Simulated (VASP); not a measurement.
Wanted: the native input for a VASP 6.6.1 run.

| Property | Result |
| --- | --- |
| Task | single point |
| Functional | PBE |
| Dispersion | D3(BJ) |
| Potentials or basis | VASP PAW PBE potentials, release 64 (W_sv, Se) |
| Cutoff | 520 eV |
| k mesh | 12 × 12 × 2 |
| Occupations | gaussian, width 0.05 eV |
| Spin | no spin polarisation |
| Dipole correction | no |
| Further INCAR settings | ALGO = Normal; EDIFF = 1e-07; NBANDS = 35 |

The structure of WSe2 lies in POSCAR:

```
WSe2
1.0
    3.3282129738      0.0000000000      0.0000000000
   -1.6641064869      2.8823169845      0.0000000000
    0.0000000000      0.0000000000     12.9804405164
W Se
2 4
Direct
    0.3333333333      0.6666666667      0.2500000000
    0.6666666667      0.3333333333      0.7500000000
    0.3333333333      0.6666666667      0.6182912225
    0.6666666667      0.3333333333      0.1182912225
    0.3333333333      0.6666666667      0.8817087775
    0.6666666667      0.3333333333      0.3817087775
```

This cell differs from its parent crystal: strain +0.015 along x and y, +0.015 along z.

These files were run (other wordings do the same):

INCAR

```
SYSTEM = WSe2
ALGO     = Normal         ! electronic algorithm
EDIFF    = 1E-7           ! SCF threshold, eV
ENCUT    = 520            ! plane-wave cutoff, eV
GGA      = PE             ! functional
ISIF     = 2              ! what is computed and relaxed
ISMEAR   = 0              ! smearing method
IVDW     = 12             ! dispersion correction
LASPH    = .TRUE.         ! aspherical terms in the spheres
LCHARG   = .FALSE.        ! write CHGCAR
LREAL    = .FALSE.        ! projectors in reciprocal space
LWAVE    = .FALSE.        ! write WAVECAR
NBANDS   = 35             ! bands
NELM     = 80             ! most SCF steps
PREC     = Accurate       ! precision mode
SIGMA    = 0.05           ! smearing width, eV
```

KPOINTS

```
k-points
0
G
  12 12 2
  0 0 0
```

Potentials or basis: VASP PAW PBE potentials, release 64 (W_sv, Se).

Launch:

```console
$ cat potpaw_PBE.64/W_sv/POTCAR potpaw_PBE.64/Se/POTCAR > POTCAR
$ mpirun -np 1 vasp_std > vasp.out
```

It gave:

* Pressure: -5.5 GPa
* Largest force: 0.638 eV/Å
* Band gap on the k mesh: 0.92 eV, indirect (least direct gap 1.47 eV)
* Dispersion energy per atom: -0.454 eV

Caveat: the cell differs from its parent crystal (strain +0.015 along x and y, +0.015 along z); spin-orbit coupling is left out, which moves the levels of the heavy elements.

It took 2.5 min on 1 thread of AMD EPYC 9R45 96-Core Processor (Zen 5) (shared host), peak memory 0.3 GiB.
